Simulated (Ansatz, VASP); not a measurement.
**One calculation of Au, two programs**

```xyz
5
Lattice="2.9401 0.0000 0.0000 0.0000 4.1579 0.0000 0.0000 0.0000 21.8802" Properties=species:S:1:pos:R:3 pbc="T T T"
Au    0.0000    0.0000    8.0909
Au    1.4700    2.0790    9.3909
Au    0.0000    0.0000   10.9401
Au    1.4700    2.0790   12.4893
Au    0.0000    0.0000   13.7893
```

Alike in both runs: functional PBE; k mesh 12 × 9 × 1; occupations fermi-dirac, width 0.05 eV; no spin polarisation.

Ansatz relaxed the structure, and its values are those at the end. VASP's run is a single point on that final structure, the one shown.

|  | VASP | Ansatz |
| --- | --- | --- |
| version | VASP 6.6.1 | Ansatz 0.2.0 |
| potentials or method | VASP PAW PBE potentials, release 64 (Au) | PAW with Ansatz's default frozen-core files, scalar-relativistic |
| plane-wave cutoff (eV) | 520 | 420 |
| valence electrons in the cell | 55 | 95 |

Ansatz gave:

- rms of the force components (eV/Å): 0.002

Question: What did VASP give for the same quantities?

Answer: rms of the force components (eV/Å): 0.004.

With one functional, cell and mesh, what is left measures potentials, basis and numerics. VASP's potentials hold 55 valence electrons a cell and Ansatz's 95, so a difference there can come from the potentials and not from the codes. Ansatz's warnings: stress scf threshold loose.

Spin-orbit coupling is off throughout.
